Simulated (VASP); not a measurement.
## NaCl: single point with PBE

NaCl:

```xyz
2
Lattice="0.0171 3.0873 3.0873 3.0873 0.0171 3.0873 3.1044 3.1044 0.0000" Properties=species:S:1:pos:R:3 pbc="T T T"
Na    0.0000    0.0000    0.0077
Cl    1.5522    1.5522    1.5359
```

This cell differs from its parent crystal: shear xy strain +1.1%.

```yaml
Program: VASP 6.6.1
Task: single point
Functional: PBE
Potentials_or_basis: VASP PAW PBE potentials, release 64 (Na_pv, Cl)
Cutoff: 520 eV
k_mesh: 8 × 8 × 8
Occupations: fermi-dirac, width 0.02 eV
Spin: no spin polarisation
Dipole_correction: no
Further_INCAR_settings: ALGO = Normal; EDIFF = 1e-06; NBANDS = 14
```

- Pressure: 0.7 GPa
- Band gap on the k mesh: 4.93 eV, direct

Stress tensor (GPa, compression positive):
```
 0.69 -0.06  0.00
-0.06  0.69  0.00
 0.00  0.00  0.69
```

Levels at points of the mesh, in eV from the valence-band top:
```tsv
k point	band 3	band 4	band 5	band 6	band 7	band 8	band 9	band 10	band 11	band 12
(0.00, 0.00, 0.00)	-20.61	-12.13	-0.03	-0.01	0.00	4.93	11.15	11.21	11.27	12.99
(0.50, 0.00, 0.00)	-20.61	-11.99	-1.07	-0.12	-0.11	7.56	8.93	10.59	10.65	14.33
(0.50, 0.50, 0.00)	-20.62	-11.94	-0.98	-0.33	-0.29	7.03	9.06	10.60	13.10	13.21
(0.00, 0.00, 0.50)	-20.61	-11.99	-1.08	-0.10	-0.09	7.56	8.88	10.64	10.70	14.37
(0.50, 0.00, 0.50)	-20.62	-11.94	-0.98	-0.31	-0.31	7.03	9.06	10.60	13.15	13.15
```

It used 140 s of CPU time on 1 thread of AMD EPYC 7R13 Processor (Zen 3), on a shared host.

Caveat: the cell differs from its parent crystal (shear xy strain +1.1%). A k mesh can miss the band edges.
